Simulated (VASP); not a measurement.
Crystal: Sn.

```
Sn
1.0
    -1.74926    1.79891    2.36911
     1.74926   -1.79891    2.36911
     1.74926    1.79891   -2.36911
Sn
1
Direct
  0.00000 0.00000 0.00000
```

Base run:

- Program: VASP 6.6.1
- Functional: PBEsol
- Potentials or basis: VASP PAW PBE potentials, release 64 (Sn_d)
- Cutoff: 520 eV
- k mesh: 11 × 11 × 11
- Occupations: fermi-dirac, width 0.05 eV
- Spin: no spin polarisation

Its results: band gap on the k mesh zero (band 7 reaches 13.62 eV, above the bottom of band 8 at 5.24 eV); pressure -5.0 GPa.

Q: After a change of settings the same cell gave: band gap on the k mesh zero (band 7 reaches 13.41 eV, above the bottom of band 8 at 5.15 eV); pressure -6.0 GPa. Which change was it?
A. functional from PBEsol to r2SCAN; further incar settings from ALGO = Fast; EDIFF = 1e-06; NBANDS = 13 to ALGO = Normal; EDIFF = 1e-06; NBANDS = 13
B. further incar settings from ALGO = Fast; EDIFF = 1e-06; NBANDS = 13 to ALGO = Normal; EDIFF = 1e-06; NBANDS = 13
C. functional from PBEsol to LDA; potentials or basis from VASP PAW PBE potentials, release 64 (Sn_d) to VASP PAW LDA potentials, release 64 (Sn_d)

A: C.

Caveats: spin-orbit coupling is left out, which moves the levels of the heavy elements; the PAW data sets were made with another functional, which shifts forces and pressure a little (some runs).
